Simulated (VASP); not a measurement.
A run of VASP 6.6.1 is set up as follows.

INCAR

```
ALGO = Normal ; EDIFF = 1E-6
ENCUT = 520 ; GGA = RE
ISIF = 2 ; ISMEAR = -1
LASPH = True ; LCHARG = False
LREAL = False ; LWAVE = False
NBANDS = 28 ; NELM = 100
PREC = Accurate ; SIGMA = 0.1
```

File KPOINTS:

```
k-points
0
Gamma
  15 15 4
```

Contents of POSCAR:

```
Pt
1.0
    2.8389828599      0.0000000000      0.0000000000
   -1.4194914299      2.4586312776      0.0000000000
    0.0000000000      0.0000000000      9.4817479871
Pt
4
Direct
    1.0000000000      1.0000000000      0.0000000000
    1.0000000000      1.0000000000      0.5000000000
    0.3333333333      0.6666666667      0.2500000000
    0.6666666667      0.3333333333      0.7500000000
```

Potentials or basis: VASP PAW PBE potentials, release 64 (Pt).

The run is started by

```bash
$ cat potpaw_PBE.64/Pt/POTCAR > POTCAR
$ mpirun -np 1 vasp_std > vasp.out
```

Problem. What does it give for the pressure?

Solution. -8.5 GPa.

Problem. Estimate the band gap on the k mesh.

Solution. Zero (band 20 reaches 9.95 eV, above the bottom of band 21 at 8.80 eV).

Stress tensor (GPa, compression positive):
```
-8.75  0.00  0.00
 0.00 -8.75  0.00
 0.00  0.00 -8.15
```

Caveat: the PAW data sets were made with another functional, which shifts forces and pressure a little; spin-orbit coupling is left out, which moves the levels of the heavy elements.
